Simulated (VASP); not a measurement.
The system is TiC.

```xyz
2
Lattice="0.0000 2.1215 2.1215 2.1215 0.0000 2.1215 2.1215 2.1215 0.0000" Properties=species:S:1:pos:R:3 pbc="T T T"
Ti    0.0000    0.0000    0.0000
C     2.1215    2.1215    2.1215
```

Base run:

- Program: VASP 6.6.1
- Functional: b88 exchange, pbe correlation
- Potentials or basis: VASP PAW PBE potentials, release 64 (Ti_sv, C)
- Cutoff: 600 eV
- k mesh: 11 × 11 × 11
- Occupations: fermi-dirac, width 0.05 eV
- Spin: no spin polarisation

Its results: band gap on the k mesh zero (bands 8 and 9 overlap by 1.13 eV); pressure 18.0 GPa.

The run is repeated on the same cell with these changes: functional from b88 exchange, pbe correlation to HSE06; cutoff from 600 eV to 520 eV; k mesh from 11 × 11 × 11 to 6 × 6 × 6. What comes out?

Band gap on the k mesh zero (bands 8 and 9 overlap by 1.82 eV); pressure 13.1 GPa.

Several settings changed at once.

Caveats: some runs use coarse meshes; the PAW data sets were made with another functional, which shifts forces and pressure a little; the cell stands under pressure (at least some runs).
